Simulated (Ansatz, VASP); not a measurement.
**CdS in VASP and in Ansatz**

The input INCAR:

```
SYSTEM = CdS
ALGO = Normal
EDIFF = 1E-6
ENCUT = 520
GGA = PS
ISIF = 2
ISMEAR = -1
LASPH = .TRUE.
LCHARG = .FALSE.
LREAL = .FALSE.
LWAVE = .FALSE.
NBANDS = 16
NELM = 80
PREC = Accurate
SIGMA = 0.03
```

The input KPOINTS:

```
k-points
0
G
  7 7 7
  0 0 0
```

The input POSCAR:

```
CdS
1.0
    0.0000000000      2.9165000000      2.9165000000
    2.9165000000      0.0000000000      2.9165000000
    2.9165000000      2.9165000000      0.0000000000
Cd S
1 1
Direct
    0.0375000000     -0.0125000000     -0.0125000000
    0.2125000000      0.2625000000      0.2625000000
```

Input for Ansatz:

```yaml
crystal:
  lattice:
    - [0.0, 2.9165, 2.9165]
    - [2.9165, 0.0, 2.9165]
    - [2.9165, 2.9165, 0.0]
  atoms:
    - { symbol: Cd, position: [0.0375, -0.0125, -0.0125] }
    - { symbol: S, position: [0.2125, 0.2625, 0.2625] }
kpoints:
  mp_grid: { grid: [7, 7, 7] }
scf:
  occupations: { method: fermi_dirac, width: 0.03 }
hamiltonian:
  xc: pbesol
  pseudopotentials: { kind: all_electron, lapw: { basis_error: 0.001 } }
output:
  forces: true
  stress: true
  eigenvalues: true
  populations: true
```

Change from the starting cell: shortest bond scaled by 1.1, LAPW.

Alike in both runs: task single point; functional PBEsol; k mesh 7 × 7 × 7; occupations fermi-dirac, width 0.03 eV; no spin polarisation.

```csv
,VASP,Ansatz
version,VASP 6.6.1,Ansatz 0.2.0
potentials or method,"VASP PAW PBE potentials, release 64 (Cd, S), cutoff 520 eV","all-electron LAPW, scalar-relativistic"
```

Ansatz gave:

| Property | Result |
| --- | --- |
| pressure (GPa) | 0.8 |
| traceless stress, the component that is largest in VASP (GPa) | 1.94 |
| rms of the force components (eV/Å) | 0.396 |

Q: Which values does VASP return?

A: Pressure (GPa): 1.2; traceless stress, the component that is largest in VASP (GPa): 2.04; rms of the force components (eV/Å): 0.407.

VASP's potentials were made for PBE, not for PBEsol. Atom by atom the forces differ by 0.011 eV/Å (rms over components). Ansatz ran all-electron here, and VASP with PAW potentials.
